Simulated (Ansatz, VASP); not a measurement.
**CaC2 in VASP and in Ansatz**

```
Ca C
1.0
    -1.93430    1.93430    3.12206
     1.93430   -1.93430    3.12206
     1.93430    1.93430   -3.12206
Ca C
1 2
Direct
  0.00000 0.00000 0.00000
  0.59789 0.59789 0.00000
  0.40211 0.40211 0.00000
```

Change from the starting cell: strain +0.000 along x and y, -0.025 along z, atoms carried along.

Alike in both runs: task single point; functional LDA; k mesh 10 × 10 × 10; occupations gaussian, width 0.05 eV; no spin polarisation.

|  | VASP | Ansatz |
| --- | --- | --- |
| version | VASP 6.6.1 | Ansatz 0.2.0 |
| potentials or method | VASP PAW LDA potentials, release 64 (Ca_sv, C), cutoff 520 eV | scalar-relativistic, plane waves, PAW |
| valence electrons in the cell | 18 | 18 |

Ansatz gave:

| Item | Value |
| --- | --- |
| gap on the k mesh at the Fermi level (eV) | 1.27 |
| least direct gap on the mesh (eV) | 2.35 |
| pressure (GPa) | 0.7 |
| traceless stress, the component that is largest in VASP (GPa) | 9.26 |
| rms of the force components (eV/Å) | 1.199 |

**Question.** What did VASP give for the same quantities?

**Answer.** gap on the k mesh at the Fermi level (eV): 1.26; least direct gap on the mesh (eV): 2.33; pressure (GPa): 1.2; traceless stress, the component that is largest in VASP (GPa): 9.68; rms of the force components (eV/Å): 1.251.

LDA's correlation is that of Perdew and Zunger in VASP and of Perdew and Wang (1992) in Ansatz. Atom by atom the forces differ by 0.051 eV/Å (rms over components).
